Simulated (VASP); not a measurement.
Set up this calculation in VASP 6.6.1, as the native input.

| Item | Value |
| --- | --- |
| Task | single point |
| Functional | PBE |
| Potentials or basis | VASP PAW PBE potentials, release 64 (Ga_d, N) |
| Cutoff | 520 eV |
| k mesh | 6 × 6 × 4 |
| Occupations | gaussian, width 0.1 eV |
| Spin | no spin polarisation |
| Dipole correction | no |
| Further INCAR settings | ALGO = Normal; EDIFF = 1e-06; NBANDS = 26 |

The structure of GaN lies in POSCAR:

```
GaN
1.0
    3.1800000000      0.0000000000      0.0000000000
   -1.5900000000      2.7539607840      0.0000000000
    0.0000000000      0.0000000000      5.1660000000
Ga N
2 2
Direct
    0.3333333333      0.6666666667      0.0000000000
    0.6666666667      0.3333333333      0.5000000000
    0.3333333333      0.6666666667      0.3750000000
    0.6666666667      0.3333333333      0.8750000000
```

These files were run (other wordings do the same):

INCAR

```
SYSTEM = GaN
PREC = Accurate
ENCUT = 520
EDIFF = 1E-6
ISMEAR = 0
SIGMA = 0.1
LREAL = .False.
LASPH = .True.
NELM = 60
ALGO = Normal
ISIF = 2
LWAVE = .False.
LCHARG = .True.
GGA = PE
LELF = .True.
LVHAR = .True.
NBANDS = 26
```

KPOINTS

```
regular mesh
0
Gamma
  6 6 4
  0 0 0
```

Potentials or basis: VASP PAW PBE potentials, release 64 (Ga_d, N).

Run with:

```console
$ cat potpaw_PBE.64/Ga_d/POTCAR potpaw_PBE.64/N/POTCAR > POTCAR
$ mpirun -np 1 vasp_std > vasp.out
```

It gave:

| Quantity | Value |
| --- | --- |
| Pressure | 7.3 GPa |
| Largest force | 0.135 eV/Å |
| Band gap on the k mesh | 1.97 eV, direct |

It took 10 s on 1 thread of Intel(R) Xeon(R) 6975P-C (Granite Rapids), on a shared host, peak memory 0.16 GiB.
